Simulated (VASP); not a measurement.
# Os (P6_3/mmc) in VASP: single point with PBE

Aim: the single point of Os with PBE.

Program: VASP 6.6.1. These are calculated values, not measurements. Logs are shortened: lines on timing, memory, paths and dates and some standing lists are left out, and cuts for length are marked.

## 1. The cell of the first run

Symmetry: P6_3/mmc, No. 194, hexagonal system. The conventional cell has a = 2.788 Å, b = 2.788 Å, c = 4.404 Å, α = 90.00°, β = 90.00°, γ = 120.00°. Within 3.6 Å of Os (site symmetry -6m2) lie 12 Os at 2.73 to 2.79 Å.

## 2. Single point, PBE (14.82 Å³/atom)

Contents of INCAR:

```
ALGO = Normal ; EDIFF = 1E-6
ENCUT = 520 ; GGA = PE
ISIF = 2 ; ISMEAR = -1
LASPH = T ; LCHARG = F
LREAL = F ; LWAVE = F
NBANDS = 15 ; NELM = 60
PREC = Accurate ; SIGMA = 0.08
```

Contents of KPOINTS:

```
k-points
0
Gamma
  17 17 10
```

Contents of POSCAR:

```
Os
1.0
    2.7877233928      0.0000000000      0.0000000000
   -1.3938616964      2.4142392769      0.0000000000
    0.0000000000      0.0000000000      4.4044215090
Os
2
Direct
    0.3333333333      0.6666666667      0.2500000000
    0.6666666667      0.3333333333      0.7500000000
```

Potentials or basis: VASP PAW PBE potentials, release 64 (Os).

The run is started by

```sh
$ cat potpaw_PBE.64/Os/POTCAR > POTCAR
$ mpirun -np 1 vasp_std > vasp.out
```

OUTCAR:

```text
EDIFF = 1E-6
   ENCUT = 520
   GGA = PE
   ISIF = 2
   ISMEAR = -1
   LASPH = T
   LREAL = F
   NELM = 60
   PREC = Accurate

 ion  position               nearest neighbor table
   1  0.333  0.667  0.250-   2 2.73   2 2.73   2 2.73   2 2.73   2 2.73   2 2.73
   2  0.667  0.333  0.750-   1 2.73   1 2.73   1 2.73   1 2.73   1 2.73   1 2.73

  LATTYP: Found a hexagonal cell.
 ALAT       =     2.7877233928
 C/A-ratio  =     1.5799349105

  Lattice vectors:

 A1 = (   2.7877233928,   0.0000000000,   0.0000000000)
 A2 = (  -1.3938616964,   2.4142392769,   0.0000000000)
 A3 = (   0.0000000000,   0.0000000000,   4.4044215090)

Analysis of symmetry for initial positions (statically):
=====================================================================
 Subroutine PRICEL returns:
 Original cell was already a primitive cell.

 Routine SETGRP: Setting up the symmetry group for a
 hexagonal supercell.

 Subroutine GETGRP returns: Found 24 space group operations
 (whereof 12 operations were pure point group operations)
 out of a pool of 24 trial point group operations.

The static configuration has the point symmetry D_3d.
 The point group associated with its full space group is D_6h.

Analysis of symmetry for dynamics (positions and initial velocities):
=====================================================================
 Subroutine PRICEL returns:
 Original cell was already a primitive cell.

 Routine SETGRP: Setting up the symmetry group for a
 hexagonal supercell.

 Subroutine GETGRP returns: Found 24 space group operations
 (whereof 12 operations were pure point group operations)
 out of a pool of 24 trial point group operations.

The dynamic configuration has the point symmetry D_3d.
 The point group associated with its full space group is D_6h.

 Subroutine INISYM returns: Found 24 space group operations
 (whereof 12 operations are pure point group operations),
 and found     1 'primitive' translations

----------------------------------------------------------------------------------------

                                     Primitive cell

  volume of cell :      29.6428

  direct lattice vectors                    reciprocal lattice vectors
     2.787723393  0.000000000  0.000000000     0.358715647  0.207104575  0.000000000
    -1.393861696  2.414239277  0.000000000     0.000000000  0.414209151  0.000000000
     0.000000000  0.000000000  4.404421509     0.000000000  0.000000000  0.227044573

  length of vectors
     2.787723393  2.787723393  4.404421509     0.414209151  0.414209151  0.227044573

  position of ions in fractional coordinates (direct lattice)
     0.333333333  0.666666667  0.250000000
     0.666666667  0.333333333  0.750000000

  ion indices of the primitive-cell ions
   primitive index   ion index
                 1           1
                 2           2

----------------------------------------------------------------------------------------

 KPOINTS: k-points

Automatic generation of k-mesh.
 Grid dimensions read from file:
 generate k-points for:   17   17   10

 Generating k-lattice:

  Cartesian coordinates                     Fractional coordinates (reciprocal lattice)
     0.021100920  0.012182622  0.000000000     0.058823529  0.000000000  0.000000000
     0.000000000  0.024365244  0.000000000     0.000000000  0.058823529  0.000000000
     0.000000000  0.000000000  0.022704457     0.000000000  0.000000000  0.100000000

  Length of vectors
     0.024365244  0.024365244  0.022704457

  Shift w.r.t. Gamma in fractional coordinates (k-lattice)
     0.000000000  0.000000000  0.000000000

 Subroutine IBZKPT returns following result:
 ===========================================

 Found    198 irreducible k-points:

 Following reciprocal coordinates:
            Coordinates               Weight
  0.000000  0.000000  0.000000      1.000000
  0.058824  0.000000  0.000000      6.000000
  0.117647  0.000000  0.000000      6.000000
  0.176471  0.000000  0.000000      6.000000
  0.235294  0.000000  0.000000      6.000000
  0.294118  0.000000  0.000000      6.000000
[... 16 lines left out ...]
  0.411765  0.117647  0.000000     12.000000
  0.176471  0.176471  0.000000      6.000000
 [... further k-points ...]
   k-points           NKPTS =    198   k-points in BZ     NKDIM =    198   number of bands    NBANDS=     15
   number of dos      NEDOS =    301   number of ions     NIONS =      2
   total plane-waves  NPLWV =  20736
   dimension x,y,z NGX =    24 NGY =   24 NGZ =   36
   dimension x,y,z NGXF=    48 NGYF=   48 NGZF=   72
   ions per type =               2
   NGX,Y,Z   is equivalent  to a cutoff of  14.31, 14.31, 13.59 a.u.
   NGXF,Y,Z  is equivalent  to a cutoff of  28.62, 28.62, 27.18 a.u.
 SYSTEM =  unknown system
   PREC   = accura    normal or accurate (medium, high low for compatibility)
   ISTART =      0    job   : 0-new  1-cont  2-samecut
   ICHARG =      2    charge: 1-file 2-atom 10-const
   ISPIN  =      1    spin polarized calculation?
   LNONCOLLINEAR =      F non collinear calculations
   LSORBIT =      F    spin-orbit coupling
   LASPH  =      T    aspherical Exc in radial PAW
   ENCUT  =  520.0 eV  38.22 Ry    6.18 a.u.   5.18  5.18  8.19*2*pi/ulx,y,z
   NELM   =     60;   NELMIN=  2; NELMDL= -5     # of ELM steps
   EDIFF  = 0.1E-05   stopping-criterion for ELM
   LREAL  =      F    real-space projection
[... 7 lines left out ...]
   TEBEG  =    0.0;   TEEND  =   0.0 temperature during run
   PSTRESS=    0.0 pullay stress
   NELECT =      16.0000    total number of electrons
   NUPDOWN=      -1.0000    fix difference up-down
   EMIN   =  10.00;   EMAX   =-10.00  energy-range for DOS
   EFERMI =   0.00;   METHOD = LEGACY
   ISMEAR =    -1;   SIGMA  =   0.08  broadening in eV -4-tet -1-fermi 0-gaus
   EFERMI_NEDOS =   21; number of points for ismear=-14 and -15
   IALGO  =     38    algorithm
   IMIX   =      4    mixing-type and parameters
     AMIX     =   0.40;   BMIX     =  1.00
     AMIX_MAG =   1.60;   BMIX_MAG =  1.00
  volume/ion in A,a.u.               =      14.82       100.02
  Fermi-wavevector in a.u.,A,eV,Ry     =   1.332934  2.518879 24.173636  1.776712
  Thomas-Fermi vector in A             =   2.461831
   LORBIT       =      0    0 simple, 1 ext, 2 COOP (PROOUT), +10 PAW based schemes
   GGA     = PE    functional components
   LHFCALC =     F    Hartree Fock is set to
   AEXX    =    0.0000 exact exchange contribution
   IVDW    =     0    specifies the selected vdW correction
   LEPSILON=     F    determine dielectric tensor
   LRPA    =     F    only Hartree local field effects (RPA)
 non-spin polarized calculation
  energy-cutoff  :      520.00
  volume of cell :       29.64
 maximum number of plane-waves:       811
 NGX is ok and might be reduce to    24
   NGX = 11   NGY = 11   NGZ = 17

 number of electron      15.9999998 magnetization

 Free energy of the ion-electron system (eV)
  ---------------------------------------------------
  ext. energy  EPLUGINS =         0.00000000
  ---------------------------------------------------
  free energy    TOTEN  =       -22.46186944 eV

  energy without entropy =      -22.43220669  energy(sigma->0) =      -22.44703806

 E-fermi :   8.6392     XC(G=0): -13.7262

 val. band max:        8.6247293681   @ k =   0.1176   0.1176   0.3000
 cond. band min:       8.6429730021   @ k =   0.1765   0.0588   0.3000
 fundamental gap:      0.0182436340
 Fermi energy:         8.6392488928

 k-point     1 :       0.0000    0.0000    0.0000
  band No.  band energies     occupation
      1      -1.8100      2.00000
      2       1.3542      2.00000
      3       5.8074      2.00000
      4       5.8074      2.00000
      5       6.0358      2.00000
      6       6.5705      2.00000
      7       6.5705      2.00000
      8       7.1685      2.00000
      9       7.1685      2.00000
     10       8.6464      0.95526
     11      10.1496      0.00000
     12      10.1496      0.00000
     13      17.0050      0.00000
     14      22.6561      0.00000
     15      25.2916      0.00000

 k-point     2 :       0.0588    0.0000    0.0000
  band No.  band energies     occupation
      1      -1.6783      2.00000
      2       1.4712      2.00000
      3       5.5223      2.00000
      4       5.9213      2.00000
      5       6.2860      2.00000
      6       6.4942      2.00000
      7       6.6765      2.00000
      8       7.0139      2.00000
      9       7.0773      2.00000
     10       8.0262      1.99906
     11      10.2113      0.00000
     12      10.9643      0.00000
     13      16.9910      0.00000
     14      22.9187      0.00000
     15      25.4619      0.00000

 k-point     3 :       0.1176    0.0000    0.0000
  band No.  band energies     occupation
      1      -1.2944      2.00000
      2       1.7969      2.00000
      3       5.1113      2.00000
      4       6.2582      2.00000
      5       6.2601      2.00000
      6       6.3806      2.00000
      7       6.6755      2.00000
      8       6.8379      2.00000
      9       6.9887      2.00000
     10       7.4267      2.00000
     11      10.3657      0.00000
     12      12.3249      0.00000
     13      16.9342      0.00000
     14      23.5990      0.00000
     15      25.8945      0.00000
[... 343 lines left out ...]
 k-point    23 :       0.4118    0.1176    0.0000
  band No.  band energies     occupation
      1       2.3409      2.00000
      2       2.3911      2.00000
      3       2.6938      2.00000
      4       5.2716      2.00000
      5       5.3903      2.00000
      6       6.1198      2.00000
      7       6.9089      2.00000
      8      10.2581      0.00000
      9      10.5119      0.00000
     10      10.8569      0.00000
     11      12.6335      0.00000
     12      14.4007      0.00000
     13      17.8305      0.00000
     14      18.3124      0.00000
     15      20.4843      0.00000

 k-point    24 :       0.1765    0.1765    0.0000
  band No.  band energies     occupation
      1       1.1384      2.00000
      2       3.2608      2.00000
      3       3.8438      2.00000
      4       3.8490      2.00000
      5       5.4627      2.00000
      6       5.8908      2.00000
      7       6.8264      2.00000
      8       7.8316      1.99992
      9       8.8615      0.11698
     10       9.6891      0.00000
     11      10.6721      0.00000
     12      16.5756      0.00000
     13      17.2478      0.00000
     14      20.7640      0.00000
     15      21.3287      0.00000

 [... further k-points ...]

------------------------ aborting loop because EDIFF is reached ----------------------------------------

  FORCE on cell =-STRESS in cart. coord.  units (eV):
  Direction    XX          YY          ZZ          XY          YZ          ZX
  --------------------------------------------------------------------------------------
  -------------------------------------------------------------------------------------
  Total       -2.4705257     -2.4705257     -2.7917267      0.0000000     -0.0000000      0.0000000
  in kB     -133.5306874   -133.5306874   -150.8914459      0.0000000     -0.0000000      0.0000000
  external PRESSURE =    -139.3176069 kB  Pullay stress =       0.0000000 kB

 VOLUME and BASIS-vectors are now :
 -----------------------------------------------------------------------------
  energy-cutoff  :      520.00
  volume of cell :       29.64
      direct lattice vectors                 reciprocal lattice vectors
     2.787723393  0.000000000  0.000000000     0.358715647  0.207104575  0.000000000
    -1.393861696  2.414239277  0.000000000     0.000000000  0.414209151  0.000000000
     0.000000000  0.000000000  4.404421509     0.000000000  0.000000000  0.227044573

 POSITION                                       TOTAL-FORCE (eV/Angst)
 -----------------------------------------------------------------------------------
     -0.00000      1.60949      1.10111         0.000000     -0.000000      0.000000
      1.39386      0.80475      3.30332        -0.000000      0.000000      0.000000
 -----------------------------------------------------------------------------------
    total drift:                               -0.000000      0.000000     -0.000000

  FREE ENERGIE OF THE ION-ELECTRON SYSTEM (eV)
  ---------------------------------------------------
  free  energy   TOTEN  =       -22.4618694353 eV

  energy  without entropy=      -22.4322066940  energy(sigma->0) =      -22.44703806
```

Run time: 1.9 min. Hardware: 1 thread of Intel Xeon 8259CL, shared host; peak memory 0.21 GiB.

What came out:

| Quantity | Value |
| --- | --- |
| Free energy | -22.4619 eV |
| Pressure | -13.9 GPa |
| Band gap on the k mesh | zero (bands 8 and 9 overlap by 3.56 eV) |

Caveat: the cell stands under tension; spin-orbit coupling is left out, which moves the levels of the heavy elements.
